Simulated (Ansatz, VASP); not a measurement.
## TiTe2: VASP beside Ansatz

```
CELL_PARAMETERS angstrom
3.69701 0.00000 0.00000
-1.84851 3.20170 0.00000
0.00000 0.00000 6.38402
ATOMIC_POSITIONS crystal
Ti 0.00000 0.00000 0.00000
Te 0.66667 0.33333 0.27110
Te 0.33333 0.66667 0.72890
```

Alike in both runs: task relaxation of cell and atoms; functional PBE; dispersion D3(BJ); k mesh 15 × 15 × 8; occupations fermi-dirac, width 0.15 eV; no spin polarisation.

```csv
,VASP,Ansatz
version,VASP 6.6.1,Ansatz 0.2.0
potentials or method,"VASP PAW PBE potentials, release 64 (Ti_sv, Te), cutoff 600 eV","scalar-relativistic, plane waves, PAW"
valence electrons in the cell,24,44
```

```tsv
	VASP	Ansatz	Ansatz less VASP
gap on the k mesh at the Fermi level, each at its own relaxed structure (eV)	none	none	-
relaxed volume (Å³/atom)	25.17	25.22	+0.045
relaxed cell length with the largest relative difference (Å)	6.382	6.389	+0.0068
```

A gap of «none» marks a metal or a gap that the smearing closes. VASP's potentials hold 24 valence electrons a cell and Ansatz's 44, so a difference there can come from the potentials and not from the codes.

Spin-orbit coupling is off throughout.
